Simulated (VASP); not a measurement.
The system is TaTe.

```
Ta Te
1.0
     3.42009    0.00000    0.00000
     0.00000    3.42009    0.00000
     0.00000    0.00000    3.42009
Ta Te
1 1
Direct
  0.50000 0.50000 0.50000
  0.00000 0.00000 0.00000
```

* Program: VASP 6.6.1
* Task: relaxation of cell and atoms
* Functional: PBEsol-based screened hybrid with 25 % exact exchange
* Potentials or basis: VASP PAW PBE potentials, release 64 (Ta_pv, Te)
* Cutoff: 600 eV
* k mesh: 4 × 4 × 4
* Occupations: fermi-dirac, width 0.05 eV
* Spin: no spin polarisation

At the start: pressure -8.4 GPa; volume 20.00 Å³/atom.

Problem. Where does the relaxation end?

Solution. Over 6 steps the energy falls by 31.0 meV/atom and the volume is 18.90 Å³/atom (-5.5 %); space group Pm-3m (No. 221, to 0.1 Å) before and after.

Step by step:
```csv
step,energy change (eV),largest force (eV/Å),pressure (GPa),volume (Å³)
1,0.0000,0.0000,-8.43,40.00
2,0.1586,0.0000,21.79,34.21
3,-0.0620,0.0000,-0.35,37.86
4,-0.0621,0.0000,-0.10,37.79
5,-0.0621,0.0000,0.09,37.75
6,-0.0621,0.0000,-0.06,37.80
```

Final structure:
```
Ta Te
1.0
     3.35594    0.00000    0.00000
     0.00000    3.35594    0.00000
     0.00000    0.00000    3.35594
Ta Te
1 1
Direct
  0.50000 0.50000 0.50000
  0.00000 0.00000 0.00000
```

Caveat: the k points lie up to 0.47 Å⁻¹ apart in the final cell, too coarse for converged energies and pressures of a metal; the PAW data sets were made with another functional, which shifts forces and pressure a little; an odd number of electrons without spin polarisation forces a metal; a magnetic or distorted state may lie lower.
